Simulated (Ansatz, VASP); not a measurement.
# One calculation of Pd, two programs

```
Pd
1.0
     0.00000    1.95865    1.95865
     1.95865    0.00000    1.95865
     1.95865    1.95865    0.00000
Pd
1
Direct
  0.00000 0.00000 0.00000
```

Alike in both runs: task relaxation of cell and atoms; functional r2SCAN; k mesh 18 × 18 × 18; occupations gaussian, width 0.1 eV; no spin polarisation.

|  | VASP | Ansatz |
| --- | --- | --- |
| version | VASP 6.6.1 | Ansatz 0.2.0 |
| potentials or method | VASP PAW PBE potentials, release 64 (Pd), cutoff 600 eV | scalar-relativistic, plane waves, PAW |
| valence electrons in the cell | 10 | 18 |

```tsv
	VASP	Ansatz	Ansatz less VASP
gap on the k mesh at the Fermi level, each at its own relaxed structure (eV)	none	none	-
relaxed volume (Å³/atom)	14.97	14.92	-0.050
relaxed length of the cell vector where the two differ most in proportion (Å)	2.766	2.763	-0.0031
```

VASP's potentials were made for PBE, not for r2SCAN. A gap of «none» marks a metal or a gap that the smearing closes. VASP's potentials hold 10 valence electrons a cell and Ansatz's 18, so a difference there can come from the potentials and not from the codes.
